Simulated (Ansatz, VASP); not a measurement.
Si: VASP beside Ansatz

INCAR

```
ALGO = Normal
EDIFF = 1E-6
ENCUT = 520
GGA = PS
ISIF = 2
ISMEAR = -1
LASPH = T
LCHARG = F
LREAL = F
LWAVE = F
NBANDS = 11
NELM = 80
PREC = Accurate
SIGMA = 0.08
```

KPOINTS

```
k-points
0
Gamma
  11 11 11
```

POSCAR

```
Si
1.0
    0.0000000000      2.7154700000      2.7154700000
    2.7154700000      0.0000000000      2.7154700000
    2.7154700000      2.7154700000      0.0000000000
Si
2
Direct
    0.5000000000      0.5000000000      0.5000000000
    0.7500000000      0.7500000000      0.7500000000
```

Input for Ansatz:

```yaml
crystal:
  lattice:
    - [0.0, 2.71547, 2.71547]
    - [2.71547, 0.0, 2.71547]
    - [2.71547, 2.71547, 0.0]
  atoms:
    - { symbol: Si, position: [0.5, 0.5, 0.5] }
    - { symbol: Si, position: [0.75, 0.75, 0.75] }
kpoints:
  mp_grid: { grid: [11, 11, 11] }
  band_path:
    path:
      - [0.0, 0.0, 0.0]
      - [0.5, 0.0, 0.5]
      - [0.625, 0.25, 0.625]
      - [0.375, 0.375, 0.75]
      - [0.0, 0.0, 0.0]
      - [0.5, 0.5, 0.5]
      - [0.5, 0.25, 0.75]
      - [0.5, 0.0, 0.5]
    npoints: 5
scf:
  occupations: { method: fermi_dirac, width: 0.08 }
hamiltonian:
  xc: pbesol
  pseudopotentials: { kind: all_electron, lapw: { basis_error: 0.00025 } }
output:
  forces: true
  stress: true
  eigenvalues: true
```

Alike in both runs: task single point; functional PBEsol; k mesh 11 × 11 × 11; occupations fermi-dirac, width 0.08 eV; no spin polarisation.

|  | VASP | Ansatz |
| --- | --- | --- |
| version | VASP 6.6.1 | Ansatz 0.2.0 |
| potentials or method | VASP PAW PBE potentials, release 64 (Si), cutoff 520 eV | all-electron LAPW, scalar-relativistic |

|  | VASP | Ansatz | Ansatz less VASP |
| --- | --- | --- | --- |
| pressure (GPa) | 0.2 | 0.1 | -0.17 |

VASP's potentials were made for PBE, not for PBEsol. Ansatz ran all-electron here, and VASP with PAW potentials.
